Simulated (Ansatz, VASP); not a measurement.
# Ti in VASP and in Ansatz

File INCAR:

```
PREC = Accurate
ENCUT = 600
EDIFF = 1E-6
ISMEAR = -1
SIGMA = 0.05
LREAL = F
LASPH = T
NELM = 100
ALGO = Normal
ISIF = 3
LWAVE = F
LCHARG = F
GGA = PE
IVDW = 12
IBRION = 2
NSW = 80
EDIFFG = -0.005
```

Contents of KPOINTS:

```
Automatic mesh
0
Gamma
  11 11 11
```

Contents of POSCAR:

```
Ti
1.0
   -1.6410000000      1.6410000000      1.6410000000
    1.6410000000     -1.6410000000      1.6410000000
    1.6410000000      1.6410000000     -1.6410000000
Ti
1
Direct
    0.0000000000      0.0000000000      0.0000000000
```

Contents of input.yaml:

```yaml
crystal:
  lattice:
    - [-1.641, 1.641, 1.641]
    - [1.641, -1.641, 1.641]
    - [1.641, 1.641, -1.641]
  atoms:
    - { symbol: Ti, position: [0.0, 0.0, 0.0] }
kpoints:
  mp_grid: { grid: [11, 11, 11] }
scf:
  occupations: { method: fermi_dirac, width: 0.05 }
hamiltonian:
  xc: pbe
  dispersion: d3bj
  pseudopotentials: { kind: all_electron, lapw: { basis_error: 0.001 } }
output:
  forces: true
  stress: true
relax:
  f_tol: 0.005
  max_steps: 60
  cell: {}
```

Alike in both runs: task relaxation of cell and atoms; functional PBE; dispersion D3(BJ); k mesh 11 × 11 × 11; occupations fermi-dirac, width 0.05 eV; no spin polarisation.

|  | VASP | Ansatz |
| --- | --- | --- |
| version | VASP 6.6.1 | Ansatz 0.2.0 |
| potentials or method | VASP PAW PBE potentials, release 64 (Ti_sv), cutoff 600 eV | all-electron LAPW, scalar-relativistic |

Ansatz gave:

```
relaxed volume (Å³/atom)                                     : 16.29
relaxed cell length with the largest relative difference (Å) : 2.766
```

Problem. Estimate VASP's values.

Solution. Relaxed volume (Å³/atom): 16.24; relaxed cell length with the largest relative difference (Å): 2.763.

Ansatz ran all-electron here, and VASP with PAW potentials.
